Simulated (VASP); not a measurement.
Set up this calculation in VASP 6.6.1, as the native input.

```
Task                   : single point
Functional             : LDA
Potentials or basis    : VASP PAW LDA potentials, release 64 (Zr_sv, B)
Cutoff                 : 500 eV
k mesh                 : 8 × 8 × 8
Occupations            : gaussian, width 0.05 eV
Spin                   : no spin polarisation
Dipole correction      : no
Further INCAR settings : ALGO = Normal; EDIFF = 1e-06; NBANDS = 14
```

The structure of ZrB lies in POSCAR:

```
ZrB
1.0
    0.0000000000      2.4145111582      2.4145111582
    2.4145111582      0.0000000000      2.4145111582
    2.4145111582      2.4145111582      0.0000000000
Zr B
1 1
Direct
    0.5000000000      0.5000000000      0.5000000000
    0.0000000000      0.0000000000      0.0000000000
```

These files were run (other wordings do the same):

INCAR

```
PREC = Accurate
ENCUT = 500
EDIFF = 1E-6
ISMEAR = 0
SIGMA = 0.05
LREAL = F
LASPH = T
NELM = 120
ALGO = Normal
ISIF = 2
LWAVE = F
LCHARG = F
NBANDS = 14
GGA_COMPAT = F
```

KPOINTS

```
Automatic mesh
0
Gamma
  8 8 8
```

Potentials or basis: VASP PAW LDA potentials, release 64 (Zr_sv, B).

Launch:

```bash
$ cat potpaw_LDA.64/Zr_sv/POTCAR potpaw_LDA.64/B/POTCAR > POTCAR
$ mpirun -np 1 vasp_std > vasp.out
```

Results of the run:

| Property | Result |
| --- | --- |
| Pressure | 0.7 GPa |
| Band gap on the k mesh | zero (an odd number of electrons rules out a gap without spin polarisation) |

Run time: 21 s on 1 thread of Intel(R) Xeon(R) Platinum 8259CL CPU @ 2.50GHz (Skylake/Cascade Lake), on a shared host, peak memory 0.14 GiB.
